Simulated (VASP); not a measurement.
# AgCl (I4/mmm) in VASP: single point with LDA

Aim: the single point of AgCl with LDA.

Everything below comes from runs of VASP 6.6.1. Logs are shortened: lines on timing, memory, paths and dates and some standing lists are left out, and cuts for length are marked.

## (1) The cell of the first run

The structure is tetragonal, space group I4/mmm (No. 139). The conventional cell has a = 3.922 Å, b = 3.922 Å, c = 5.324 Å, α = 90.00°, β = 90.00°, γ = 90.00°. Ag (site symmetry 4/mmm) has 6 Cl at 2.66 to 2.77 Å within 3.5 Å. Within 3.5 Å of Cl (site symmetry 4/mmm) lie 6 Ag at 2.66 to 2.77 Å.

## (2) Single point, LDA (strain -0.0400 x Voigt [0, 1, 0, 0, 0, 0])

Input file INCAR:

```
PREC = Accurate
ENCUT = 520
EDIFF = 1E-7
ISMEAR = 0
SIGMA = 0.05
LREAL = F
LASPH = T
NELM = 60
ALGO = Normal
ISIF = 2
LWAVE = F
LCHARG = T
GGA = CA
LELF = T
LVHAR = T
NBANDS = 16
```

Input file KPOINTS:

```
regular mesh
0
Gamma
  8 8 8
```

Input file POSCAR:

```
AgCl
1.0
    0.0000000000      2.6622240000      2.7731500000
    2.7731500000      0.0000000000      2.7731500000
    2.7731500000      2.6622240000      0.0000000000
Ag Cl
1 1
Direct
    0.5000000000      0.5000000000      0.5000000000
    0.0000000000      0.0000000000      0.0000000000
```

Potentials or basis: VASP PAW LDA potentials, release 64 (Ag, Cl).

Started as:

```bash
cat potpaw_LDA.64/Ag/POTCAR potpaw_LDA.64/Cl/POTCAR > POTCAR
mpirun -np 1 vasp_std > vasp.out
```

OUTCAR:

```text
PREC = Accurate
   ENCUT = 520
   EDIFF = 1E-7
   ISMEAR = 0
   LREAL = F
   LASPH = T
   NELM = 60
   ISIF = 2
   GGA = CA

 ion  position               nearest neighbor table
   1  0.500  0.500  0.500-   2 2.66   2 2.66   2 2.77   2 2.77   2 2.77   2 2.77
   2  0.000  0.000  0.000-   1 2.66   1 2.66   1 2.77   1 2.77   1 2.77   1 2.77

  LATTYP: Found a body centered tetragonal cell.
 ALAT       =     3.9218263405
 C/A-ratio  =     1.3576450199

  Lattice vectors:

 A1 = (   0.0000000000,  -2.6622240000,   2.7731500000)
 A2 = (   0.0000000000,  -2.6622240000,  -2.7731500000)
 A3 = (   2.7731500000,   2.6622240000,   0.0000000000)

Analysis of symmetry for initial positions (statically):
=====================================================================
 Subroutine PRICEL returns:
 Original cell was already a primitive cell.

 Routine SETGRP: Setting up the symmetry group for a
 body centered tetragonal supercell.

 Subroutine GETGRP returns: Found 16 space group operations
 (whereof 16 operations were pure point group operations)
 out of a pool of 16 trial point group operations.

The static configuration has the point symmetry D_4h.

Analysis of symmetry for dynamics (positions and initial velocities):
=====================================================================
 Subroutine PRICEL returns:
 Original cell was already a primitive cell.

 Routine SETGRP: Setting up the symmetry group for a
 body centered tetragonal supercell.

 Subroutine GETGRP returns: Found 16 space group operations
 (whereof 16 operations were pure point group operations)
 out of a pool of 16 trial point group operations.

The dynamic configuration has the point symmetry D_4h.

 Subroutine INISYM returns: Found 16 space group operations
 (whereof 16 operations are pure point group operations),
 and found     1 'primitive' translations

----------------------------------------------------------------------------------------

                                     Primitive cell

  volume of cell :      40.9469

  direct lattice vectors                    reciprocal lattice vectors
     0.000000000  2.662224000  2.773150000    -0.180300380  0.187812896  0.180300380
     2.773150000  0.000000000  2.773150000     0.180300380 -0.187812896  0.180300380
     2.773150000  2.662224000  0.000000000     0.180300380  0.187812896 -0.180300380

  length of vectors
     3.844190103  3.921826340  3.844190103     0.316686183  0.316686183  0.316686183

  position of ions in fractional coordinates (direct lattice)
     0.500000000  0.500000000  0.500000000
     0.000000000  0.000000000  0.000000000

  ion indices of the primitive-cell ions
   primitive index   ion index
                 1           1
                 2           2

----------------------------------------------------------------------------------------

 KPOINTS: regular mesh

Automatic generation of k-mesh.
 Grid dimensions read from file:
 generate k-points for:    8    8    8

 Generating k-lattice:

  Cartesian coordinates                     Fractional coordinates (reciprocal lattice)
    -0.022537548  0.023476612  0.022537548     0.125000000  0.000000000 -0.000000000
     0.022537548 -0.023476612  0.022537548     0.000000000  0.125000000  0.000000000
     0.022537548  0.023476612 -0.022537548    -0.000000000  0.000000000  0.125000000

  Length of vectors
     0.039585773  0.039585773  0.039585773

  Shift w.r.t. Gamma in fractional coordinates (k-lattice)
     0.000000000  0.000000000  0.000000000

 Subroutine IBZKPT returns following result:
 ===========================================

 Found     59 irreducible k-points:

 Following reciprocal coordinates:
            Coordinates               Weight
  0.000000  0.000000  0.000000      1.000000
  0.125000  0.000000 -0.000000      8.000000
  0.250000  0.000000 -0.000000      8.000000
  0.375000  0.000000  0.000000      8.000000
  0.500000  0.000000 -0.000000      4.000000
  0.125000  0.125000  0.000000      4.000000
[... 16 lines left out ...]
  0.250000  0.000000  0.125000      8.000000
  0.375000  0.000000  0.125000      8.000000
 [... further k-points ...]
   k-points           NKPTS =     59   k-points in BZ     NKDIM =     59   number of bands    NBANDS=     16
   number of dos      NEDOS =    301   number of ions     NIONS =      2
   total plane-waves  NPLWV =  27000
   dimension x,y,z NGX =    30 NGY =   30 NGZ =   30
   dimension x,y,z NGXF=    60 NGYF=   60 NGZF=   60
   ions per type =               1   1
   NGX,Y,Z   is equivalent  to a cutoff of  12.97, 12.72, 12.97 a.u.
   NGXF,Y,Z  is equivalent  to a cutoff of  25.95, 25.43, 25.95 a.u.
 SYSTEM =  unknown system
   PREC   = accura    normal or accurate (medium, high low for compatibility)
   ISTART =      0    job   : 0-new  1-cont  2-samecut
   ICHARG =      2    charge: 1-file 2-atom 10-const
   ISPIN  =      1    spin polarized calculation?
   LNONCOLLINEAR =      F non collinear calculations
   LSORBIT =      F    spin-orbit coupling
   LASPH  =      T    aspherical Exc in radial PAW
   ENCUT  =  520.0 eV  38.22 Ry    6.18 a.u.   7.15  7.29  7.15*2*pi/ulx,y,z
   NELM   =     60;   NELMIN=  2; NELMDL= -5     # of ELM steps
   EDIFF  = 0.1E-06   stopping-criterion for ELM
   LREAL  =      F    real-space projection
   EDIFFG = 0.1E-05   stopping-criterion for IOM
   NSW    =      0    number of steps for IOM
   IBRION =     -1    ionic relax: 0-MD 1-quasi-New 2-CG
   NFREE  =      0    steps in history (QN), initial steepest desc. (CG)
   ISIF   =      2    stress and relaxation
   ISYM   =      2    0-nonsym 1-usesym 2-fastsym
   POTIM  = 0.5000    time-step for ionic-motion
   TEBEG  =    0.0;   TEEND  =   0.0 temperature during run
   PSTRESS=    0.0 pullay stress
   NELECT =      18.0000    total number of electrons
   NUPDOWN=      -1.0000    fix difference up-down
   EMIN   =  10.00;   EMAX   =-10.00  energy-range for DOS
   EFERMI =   0.00;   METHOD = LEGACY
   ISMEAR =     0;   SIGMA  =   0.05  broadening in eV -4-tet -1-fermi 0-gaus
   EFERMI_NEDOS =   21; number of points for ismear=-14 and -15
   IALGO  =     38    algorithm
   IMIX   =      4    mixing-type and parameters
     AMIX     =   0.40;   BMIX     =  1.00
     AMIX_MAG =   1.60;   BMIX_MAG =  1.00
  volume/ion in A,a.u.               =      20.47       138.16
  Fermi-wavevector in a.u.,A,eV,Ry     =   1.244778  2.352289 21.081849  1.549472
  Thomas-Fermi vector in A             =   2.379030
   LORBIT       =      0    0 simple, 1 ext, 2 COOP (PROOUT), +10 PAW based schemes
   GGA     = CA    functional components
   LHFCALC =     F    Hartree Fock is set to
   AEXX    =    0.0000 exact exchange contribution
   IVDW    =     0    specifies the selected vdW correction
   LEPSILON=     F    determine dielectric tensor
   LRPA    =     F    only Hartree local field effects (RPA)
 non-spin polarized calculation
 Gauss-broadening in eV      SIGMA  =   0.05
  energy-cutoff  :      520.00
  volume of cell :       40.95
 maximum number of plane-waves:      1120
 NGX is ok and might be reduce to    30
   NGX = 15   NGY = 15   NGZ = 15

 number of electron      18.0000007 magnetization

 Free energy of the ion-electron system (eV)
  ---------------------------------------------------
  ext. energy  EPLUGINS =         0.00000000
  ---------------------------------------------------
  free energy    TOTEN  =        -6.75908907 eV

  energy without entropy =       -6.75908907  energy(sigma->0) =       -6.75908907

 E-fermi :   4.4748     XC(G=0): -10.6440

 val. band max:        4.2414139977   @ k =   0.5000   0.0000  -0.0000
 cond. band min:       4.7685605005   @ k =   0.0000   0.0000   0.0000
 fundamental gap:      0.5271465028
 Fermi energy:         4.4747596335

 k-point     1 :       0.0000    0.0000    0.0000
  band No.  band energies     occupation
      1     -11.2243      2.00000
      2       1.3719      2.00000
      3       1.3719      2.00000
      4       1.4383      2.00000
      5       1.4601      2.00000
      6       1.4874      2.00000
[... 8 lines left out ...]
     15      17.0288      0.00000
     16      17.0288      0.00000

 k-point     2 :       0.1250    0.0000   -0.0000
  band No.  band energies     occupation
      1     -11.1539      2.00000
      2       0.6335      2.00000
      3       0.7556      2.00000
      4       0.7984      2.00000
      5       1.4477      2.00000
      6       1.5008      2.00000
[... 8 lines left out ...]
     15      16.1086      0.00000
     16      16.7923      0.00000

 k-point     3 :       0.2500    0.0000   -0.0000
  band No.  band energies     occupation
      1     -10.9756      2.00000
      2      -0.4428      2.00000
      3       0.0938      2.00000
      4       0.2017      2.00000
      5       1.6055      2.00000
      6       1.6306      2.00000
[... 8 lines left out ...]
     15      16.3289      0.00000
     16      16.7113      0.00000

 k-point     4 :       0.3750    0.0000    0.0000
  band No.  band energies     occupation
      1     -10.7837      2.00000
      2      -1.2845      2.00000
      3      -0.3058      2.00000
      4      -0.1805      2.00000
      5       1.7656      2.00000
      6       1.7726      2.00000
[... 8 lines left out ...]
     15      17.2044      0.00000
     16      17.2744      0.00000
[... 324 lines left out ...]
 k-point    22 :       0.1250    0.0000    0.1250
  band No.  band energies     occupation
      1     -11.1220      2.00000
      2       0.0167      2.00000
      3       0.9929      2.00000
      4       0.9929      2.00000
      5       1.4250      2.00000
      6       1.4966      2.00000
[... 8 lines left out ...]
     15      17.7653      0.00000
     16      18.0659      0.00000

 k-point    23 :       0.2500    0.0000    0.1250
  band No.  band energies     occupation
      1     -10.9798      2.00000
      2      -0.6259      2.00000
      3       0.4448      2.00000
      4       0.5324      2.00000
      5       1.4666      2.00000
      6       1.6327      2.00000
[... 8 lines left out ...]
     15      17.4669      0.00000
     16      18.1153      0.00000

 k-point    24 :       0.3750    0.0000    0.1250
  band No.  band energies     occupation
      1     -10.8012      2.00000
      2      -1.1559      2.00000
      3      -0.1595      2.00000
      4       0.0551      2.00000
      5       1.6082      2.00000
      6       1.8017      2.00000
[... 8 lines left out ...]
     15      17.9615      0.00000
     16      18.1391      0.00000

 [... further k-points ...]
[... 5 lines left out ...]
  --------------------------------------------------------------------------------------
  -------------------------------------------------------------------------------------
  Total       -0.9904023     -0.7926478     -0.9904023      0.0000000     -0.0000000      0.0000000
  in kB      -38.7526053    -31.0148392    -38.7526053      0.0000000     -0.0000000      0.0000000
  external PRESSURE =     -36.1733499 kB  Pullay stress =       0.0000000 kB

 VOLUME and BASIS-vectors are now :
 -----------------------------------------------------------------------------
  energy-cutoff  :      520.00
  volume of cell :       40.95
      direct lattice vectors                 reciprocal lattice vectors
     0.000000000  2.662224000  2.773150000    -0.180300380  0.187812896  0.180300380
     2.773150000  0.000000000  2.773150000     0.180300380 -0.187812896  0.180300380
     2.773150000  2.662224000  0.000000000     0.180300380  0.187812896 -0.180300380

 POSITION                                       TOTAL-FORCE (eV/Angst)
 -----------------------------------------------------------------------------------
      2.77315      2.66222      2.77315         0.000000      0.000000     -0.000000
      0.00000      0.00000      0.00000        -0.000000      0.000000      0.000000
 -----------------------------------------------------------------------------------
    total drift:                                0.000000      0.000000      0.000000

  FREE ENERGIE OF THE ION-ELECTRON SYSTEM (eV)
  ---------------------------------------------------
  free  energy   TOTEN  =        -6.7590890746 eV

  energy  without entropy=       -6.7590890746  energy(sigma->0) =       -6.75908907
```

Wall time 50 s (1 thread of Intel Xeon 8259CL, shared host); peak memory 0.17 GiB.

What came out:

- Free energy: -6.7591 eV
- Pressure: -3.6 GPa
- Band gap on the k mesh: 0.53 eV (least direct gap 3.08 eV)

Stress tensor (GPa, compression positive):
```
-3.88  0.00  0.00
 0.00 -3.10  0.00
 0.00  0.00 -3.88
```

Caveat: the cell differs from its parent crystal (strain -0.0400 x Voigt [0, 1, 0, 0, 0, 0]); the cell stands under tension; semilocal functionals underestimate gaps, and a narrow one can read as zero. A k mesh can miss the band edges.
